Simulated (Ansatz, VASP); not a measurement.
Mg: VASP beside Ansatz

File INCAR:

```
  PREC = Accurate
  ENCUT = 520
  EDIFF = 1E-6
  ISMEAR = -1
  SIGMA = 0.05
  LREAL = F
  LASPH = T
  NELM = 60
  ALGO = Normal
  ISIF = 2
  LWAVE = F
  LCHARG = F
  GGA = PS
  NBANDS = 7
```

Contents of KPOINTS:

```
Automatic mesh
0
Gamma
  16 16 16
```

File POSCAR:

```
Mg
1.0
   -1.4959298597      1.4959298597      1.4959298597
    1.4959298597     -1.4959298597      1.4959298597
    1.4959298597      1.4959298597     -1.4959298597
Mg
1
Direct
    0.0000000000      0.0000000000      0.0000000000
```

Input for Ansatz:

```yaml
crystal:
  lattice:
    - [-1.4959298597, 1.4959298597, 1.4959298597]
    - [1.4959298597, -1.4959298597, 1.4959298597]
    - [1.4959298597, 1.4959298597, -1.4959298597]
  atoms:
    - { symbol: Mg, position: [0.0, 0.0, 0.0] }
kpoints:
  mp_grid: { grid: [16, 16, 16] }
  band_path:
    path:
      - [0.0, 0.0, 0.0]
      - [0.5, -0.5, 0.5]
      - [0.0, 0.0, 0.5]
      - [0.0, 0.0, 0.0]
      - [0.25, 0.25, 0.25]
      - [0.5, -0.5, 0.5]
      - [0.25, 0.25, 0.25]
      - [0.0, 0.0, 0.5]
    npoints: 5
scf:
  occupations: { method: fermi_dirac, width: 0.05 }
hamiltonian:
  xc: pbesol
  pseudopotentials: { kind: all_electron, lapw: { basis_error: 0.00025 } }
output:
  forces: true
  stress: true
  eigenvalues: true
```

Change from the starting cell: volume scaled by 1.04.

Alike in both runs: task single point; functional PBEsol; k mesh 16 × 16 × 16; occupations fermi-dirac, width 0.05 eV; no spin polarisation.

|  | VASP | Ansatz |
| --- | --- | --- |
| version | VASP 6.6.1 | Ansatz 0.2.0 |
| potentials or method | VASP PAW PBE potentials, release 64 (Mg), cutoff 520 eV | all-electron LAPW, scalar-relativistic |

```tsv
	VASP	Ansatz	Ansatz less VASP
pressure (GPa)	52.9	51.8	-1.09
```

VASP's potentials were made for PBE, not for PBEsol. Both programs put the cell under a high pressure, so it lies far from rest at this level. Ansatz ran all-electron here, and VASP with PAW potentials.
